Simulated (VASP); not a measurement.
Wanted: the native input for a VASP 6.6.1 run.

| Property | Result |
| --- | --- |
| Task | single point |
| Functional | r2SCAN |
| Potentials or basis | VASP PAW PBE potentials, release 64 (Ru_pv) |
| Cutoff | 520 eV |
| k mesh | 18 × 18 × 5 |
| Occupations | fermi-dirac, width 0.05 eV |
| Spin | collinear spin, ferromagnetic start |
| Starting moments | [1.0, 1.0, 1.0, 1.0] μB |
| Dipole correction | no |
| Further INCAR settings | ALGO = Normal; EDIFF = 1e-07; NBANDS = 40 |

The system is Ru.

```
CELL_PARAMETERS angstrom
2.79501 0.00000 0.00000
-1.39751 2.42055 0.00000
0.00000 0.00000 8.96858
ATOMIC_POSITIONS crystal
Ru 0.00000 0.00000 0.00000
Ru 0.00000 0.00000 0.50000
Ru 0.33333 0.66667 0.25000
Ru 0.66667 0.33333 0.75000
```

The input as run:

POSCAR

```
Ru
1.0
    2.7950143347      0.0000000000      0.0000000000
   -1.3975071673      2.4205534178      0.0000000000
    0.0000000000      0.0000000000      8.9685769798
Ru
4
Direct
    1.0000000000      0.0000000000      0.0000000000
    1.0000000000      0.0000000000      0.5000000000
    0.3333333333      0.6666666667      0.2500000000
    0.6666666667      0.3333333333      0.7500000000
```

INCAR.step1

```
SYSTEM = Ru
ALGO = Normal
EDIFF = 1E-4
ENCUT = 520
GGA = PE
ISMEAR = -1
ISPIN = 2
KPAR = 4
LASPH = .TRUE.
LCHARG = .FALSE.
LMAXMIX = 4
LREAL = .FALSE.
LWAVE = .TRUE.
MAGMOM = 1 1 1 1
NBANDS = 40
NELM = 150
PREC = Accurate
SIGMA = 0.05
```

INCAR.step2

```
SYSTEM = Ru
ALGO = Normal
EDIFF = 1E-7
ENCUT = 520
ISIF = 2
ISMEAR = -1
ISPIN = 2
ISTART = 1
KPAR = 4
LASPH = .TRUE.
LCHARG = .TRUE.
LMAXMIX = 4
LMIXTAU = .TRUE.
LORBIT = 11
LREAL = .FALSE.
LVHAR = .TRUE.
LWAVE = .FALSE.
MAGMOM = 1 1 1 1
METAGGA = R2SCAN
NBANDS = 40
NELM = 150
PREC = Accurate
SIGMA = 0.05
```

KPOINTS

```
k-points
0
G
  18 18 5
  0 0 0
```

Potentials or basis: VASP PAW PBE potentials, release 64 (Ru_pv).

Launch:

```console
$ cat potpaw_PBE.64/Ru_pv/POTCAR > POTCAR
$ cp INCAR.step1 INCAR
$ mpirun -np 4 vasp_std > vasp.out
$ cp INCAR.step2 INCAR
$ mpirun -np 4 vasp_std > vasp.out
```

It gave:

The pressure is -27.9 GPa, the band gap on the k mesh is zero (filled and empty bands overlap) and the net moment is 0.00 μB per cell. The valence electrons inside the program's atomic spheres are Ru 12.47.

Caveat: the cell stands under tension; the PAW data sets were made with another functional, which shifts forces and pressure a little.

It took 27 min on 4 MPI ranks on Oxide Virtual Turin-like Processor (shared host), peak memory 0.46 GiB a rank.
